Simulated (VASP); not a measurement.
Al2Si:

```
Al Si
1.0
     4.60670    0.00000    0.00000
     0.00000    4.60670    0.00000
     0.00000    0.00000    4.49329
Al Si
4 2
Cartesian
  1.2996 2.3034 0.0000
  3.3071 2.3034 0.0000
  2.3034 1.2996 2.2466
  2.3034 3.3071 2.2466
  0.0000 2.3034 2.2466
  2.3034 0.0000 0.0000
```

```yaml
Program: VASP 6.6.1
Task: relaxation of cell and atoms
Functional: PBE
Potentials_or_basis: VASP PAW PBE potentials, release 64 (Al, Si)
Cutoff: 600 eV
k_mesh: 4 × 4 × 4
Occupations: gaussian, width 0.1 eV
Spin: no spin polarisation
```

At the start: pressure 30.2 GPa; volume 15.89 Å³/atom.

How do energy, volume and symmetry change on relaxing?

Over 8 steps the energy falls by 620.9 meV/atom and the volume is 20.16 Å³/atom (+26.9 %); space group P4_2/mmc (No. 131, to 0.05 Å).

The path:
| step | energy change (eV) | largest force (eV/Å) | pressure (GPa) | volume (Å³) |
| --- | --- | --- | --- | --- |
| 1 | 0.0000 | 7.7448 | 30.25 | 95.36 |
| 2 | -0.6409 | 5.3172 | -1.51 | 142.66 |
| 3 | -3.4686 | 1.5819 | 3.58 | 114.27 |
| 4 | -3.4898 | 1.3592 | 4.20 | 113.23 |
| 5 | -3.5000 | 1.0944 | 4.97 | 112.04 |
| 6 | -3.7239 | 0.0792 | -0.31 | 121.65 |
| 7 | -3.7239 | 0.0890 | -0.26 | 121.53 |
| 8 | -3.7252 | 0.0012 | 0.04 | 120.98 |

Final structure:
```yaml
crystal:
  lattice:
    - [5.07924, 0.00000, 0.00000]
    - [0.00000, 5.07924, 0.00000]
    - [0.00000, 0.00000, 4.68957]
  atoms:
    - { symbol: Al, position: [0.25205, 0.50000, 0.00000] }
    - { symbol: Al, position: [0.74795, 0.50000, 0.00000] }
    - { symbol: Al, position: [0.50000, 0.25205, 0.50000] }
    - { symbol: Al, position: [0.50000, 0.74795, 0.50000] }
    - { symbol: Si, position: [0.00000, 0.50000, 0.50000] }
    - { symbol: Si, position: [0.50000, 0.00000, 0.00000] }
```

Caveat: the volume moved by over 15 % at a fixed basis, so the end points are rough.
